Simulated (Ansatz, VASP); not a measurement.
**One calculation of W, two programs**

```
W
1.0
    -1.56769    1.56769    1.56769
     1.56769   -1.56769    1.56769
     1.56769    1.56769   -1.56769
W
1
Cartesian
  0.0000 0.0000 0.0000
```

Alike in both runs: task single point; functional LDA; k mesh 14 × 14 × 14; occupations methfessel-paxton of order 1, width 0.3 eV; no spin polarisation.

|  | VASP | Ansatz |
| --- | --- | --- |
| version | VASP 6.6.1 | Ansatz 0.2.0 |
| potentials or method | VASP PAW LDA potentials, release 64 (W_sv), cutoff 520 eV | plane waves (420 eV) with PAW, scalar-relativistic |
| valence electrons in the cell | 14 | 14 |

```tsv
	VASP	Ansatz	Ansatz less VASP
pressure (GPa)	1.9	0.0	-1.93
```

Ansatz warns that its potentials were made for another functional, while VASP's fit it. LDA's correlation is that of Perdew and Zunger in VASP and of Perdew and Wang (1992) in Ansatz.

Neither program's run includes spin-orbit coupling.
